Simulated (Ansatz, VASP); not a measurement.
## Sb in VASP and in Ansatz

File INCAR:

```
SYSTEM = Sb
  ALGO = Normal
  EDIFF = 1E-6
  ENCUT = 520
  GGA = PS
  ISIF = 2
  ISMEAR = -1
  LASPH = .True.
  LCHARG = .False.
  LREAL = .False.
  LWAVE = .False.
  NBANDS = 12
  NELM = 100
  PREC = Accurate
  SIGMA = 0.05
```

File KPOINTS:

```
k-points
0
Gamma
  12 12 7
  0 0 0
```

POSCAR

```
Sb
1.0
    3.3577325362      0.0000000000      0.0000000000
   -1.6788662682      2.9078816755      0.0000000000
    0.0000000000      0.0000000000      5.3121737799
Sb
2
Direct
    0.3333333333      0.6666666667      0.2500000000
    0.6666666667      0.3333333333      0.7500000000
```

Input for Ansatz:

```yaml
crystal:
  lattice:
    - [3.3577325362, 0.0, 0.0]
    - [-1.6788662682, 2.9078816755, 0.0]
    - [0.0, 0.0, 5.3121737799]
  atoms:
    - { symbol: Sb, position: [0.3333333333, 0.6666666667, 0.25] }
    - { symbol: Sb, position: [0.6666666667, 0.3333333333, 0.75] }
kpoints:
  mp_grid: { grid: [12, 12, 7] }
  band_path:
    path:
      - [0.0, 0.0, 0.0]
      - [0.5, 0.0, 0.0]
      - [0.3333333333, 0.3333333333, 0.0]
      - [0.0, 0.0, 0.0]
      - [0.0, 0.0, 0.5]
      - [0.5, 0.0, 0.5]
      - [0.3333333333, 0.3333333333, 0.5]
      - [0.0, 0.0, 0.5]
      - [0.5, 0.0, 0.5]
    npoints: 5
scf:
  occupations: { method: fermi_dirac, width: 0.05 }
hamiltonian:
  xc: pbesol
  pseudopotentials: { kind: all_electron, lapw: { basis_error: 0.0005 } }
output:
  forces: true
  stress: true
  eigenvalues: true
```

Change from the starting cell: volume scaled by 0.99.

Alike in both runs: task single point; functional PBEsol; k mesh 12 × 12 × 7; occupations fermi-dirac, width 0.05 eV; no spin polarisation.

|  | VASP | Ansatz |
| --- | --- | --- |
| version | VASP 6.6.1 | Ansatz 0.2.0 |
| potentials or method | VASP PAW PBE potentials, release 64 (Sb), cutoff 520 eV | all-electron LAPW, scalar-relativistic |

```tsv
	VASP	Ansatz	Ansatz less VASP
pressure (GPa)	0.5	0.6	+0.02
traceless stress, the component that is largest in VASP (GPa)	-0.84	-0.84	-0.002
```

VASP's potentials were made for PBE, not for PBEsol. Ansatz ran all-electron here, and VASP with PAW potentials.

Neither program's run includes spin-orbit coupling.
